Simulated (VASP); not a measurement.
C: single point with PBEsol

Crystal: C.

```xyz
4
Lattice="2.4991 0.0000 0.0000 -1.2496 2.1643 0.0000 0.0000 0.0000 4.1190" Properties=species:S:1:pos:R:3 pbc="T T T"
C     0.0000    1.4429   -0.0011
C     1.2496    0.7214    2.0584
C     0.0000    1.4429    1.5416
C     1.2496    0.7214    3.6011
```

This cell differs from its parent crystal: strained cell.

| Item | Value |
| --- | --- |
| Program | VASP 6.6.1 |
| Task | single point |
| Functional | PBEsol |
| Potentials or basis | VASP PAW PBE potentials, release 64 (C) |
| Cutoff | 520 eV |
| k mesh | 9 × 9 × 6 |
| Occupations | gaussian, width 0.02 eV |
| Spin | no spin polarisation |
| Dipole correction | no |
| Further INCAR settings | ALGO = Normal; EDIFF = 1e-07; NBANDS = 16 |

```json
{
  "Pressure": "5.8 GPa",
  "Band gap on the k mesh": "3.03 eV, indirect (least direct gap 4.81 eV)"
}
```

Forces in eV/Å, atoms in the order of the input:
```
C    0.000  0.000  0.003
C    0.000  0.000  0.003
C    0.000  0.000 -0.003
C    0.000  0.000 -0.003
```

Stress tensor (GPa, compression positive):
```
 1.19  0.00  0.00
 0.00  1.19  0.00
 0.00  0.00 15.03
```

Levels at points of the mesh, in eV from the valence-band top:
| k point | band 4 | band 5 | band 6 | band 7 | band 8 | band 9 | band 10 | band 11 | band 12 | band 13 |
| --- | --- | --- | --- | --- | --- | --- | --- | --- | --- | --- |
| (0.00, 0.00, 0.00) | -3.27 | -3.27 | -0.51 | 0.00 | 0.00 | 4.81 | 4.81 | 5.60 | 8.07 | 9.59 |
| (0.00, 0.00, 0.50) | -7.08 | -1.97 | -1.97 | -1.97 | -1.97 | 7.19 | 7.19 | 7.19 | 7.19 | 7.61 |

Wall time 7 s on 1 thread of Intel(R) Xeon(R) 6975P-C (Granite Rapids) (shared host), peak memory 0.13 GiB.

Caveat: the cell differs from its parent crystal (strained cell); the PAW data sets were made with another functional, which shifts forces and pressure a little. A k mesh can miss the band edges.
